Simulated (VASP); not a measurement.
Write the native input for VASP 6.6.1 that does the following.

* Task: electric field gradients
* Functional: PBE
* Potentials or basis: VASP PAW PBE potentials, release 64 (Fe)
* Cutoff: 520 eV
* k mesh: 16 × 16 × 16
* Occupations: fermi-dirac, width 0.05 eV
* Spin: collinear spin, ferromagnetic start
* Starting moments: [3.0] μB
* Dipole correction: no
* Further INCAR settings: ALGO = Normal; EDIFF = 1e-08; NBANDS = 14

The structure of Fe lies in POSCAR:

```
Fe
1.0
    0.0000000000      1.9805744844      1.9651051623
    1.5284085041      0.0000000000      1.9651051623
    1.5284085041      1.9805744844      0.0000000000
Fe
1
Direct
    0.0000000000      0.0000000000      0.0000000000
```

This cell differs from its parent crystal: equal xx and yy strain of +2 %.

These files were run (other wordings do the same):

INCAR

```
SYSTEM = Fe
PREC = Accurate
ENCUT = 520
EDIFF = 1E-8
ISMEAR = -1
SIGMA = 0.05
LREAL = .FALSE.
LASPH = .TRUE.
NELM = 150
ALGO = Normal
ISIF = 2
LWAVE = .FALSE.
LCHARG = .FALSE.
ISPIN = 2
MAGMOM = 3
LORBIT = 11
LMAXMIX = 4
GGA = PE
LEFG = .TRUE.
NBANDS = 14
```

KPOINTS

```
regular mesh
0
G
  16 16 16
  0 0 0
```

Potentials or basis: VASP PAW PBE potentials, release 64 (Fe).

Launch:

```sh
$ cat potpaw_PBE.64/Fe/POTCAR > POTCAR
$ mpirun -np 1 vasp_std > vasp.out
```

Results of the run:

```json
{
 "Pressure": "-6.4 GPa",
 "Net moment": "2.32 μB per cell",
 "Site moments": "Fe +2.32 μB",
 "Valence electrons inside the program's atomic spheres": "Fe 7.18"
}
```

Caveat: the cell differs from its parent crystal (equal xx and yy strain of +2 %); without QUAD_EFG the Cq values of the log hold for a quadrupole moment of 1 mb, not for the nuclei.

Wall time 79 s on 1 thread of Intel(R) Xeon(R) 6975P-C (Granite Rapids), with other jobs on the host, peak memory 0.27 GiB.
